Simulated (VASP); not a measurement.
TaN:

```xyz
2
Lattice="0.0000 2.1743 2.1743 2.1743 0.0000 2.1743 2.1743 2.1743 0.0000" Properties=species:S:1:pos:R:3 pbc="T T T"
Ta    2.1743    2.1743    2.1743
N     0.0000    0.0000    0.0000
```

Base run:

```yaml
Program: VASP 6.6.1
Functional: LDA
Potentials_or_basis: VASP PAW LDA potentials, release 64 (Ta_pv, N)
Cutoff: 520 eV
k_mesh: 18 × 18 × 18
Occupations: gaussian, width 0.15 eV
Spin: no spin polarisation
```

Its results: band gap on the k mesh zero (band 8 reaches 11.78 eV, above the bottom of band 9 at 7.56 eV); pressure 2.0 GPa.

Problem. The run is repeated on the same cell with these changes: potentials or basis from VASP PAW LDA potentials, release 64 (Ta_pv, N) to VASP PAW LDA potentials, release 64 (Ta_sv_GW, N); cutoff from 520 eV to 600 eV; further incar settings from ALGO = Normal; EDIFF = 1e-06; NBANDS = 15 to ALGO = Normal; EDIFF = 1e-06; NBANDS = 16; valence electrons from 16 to 18. What comes out?

Solution. Band gap on the k mesh zero (band 9 reaches 16.01 eV, above the bottom of band 10 at 11.79 eV); pressure 1.1 GPa.

Caveats: spin-orbit coupling is left out, which moves the levels of the heavy elements.
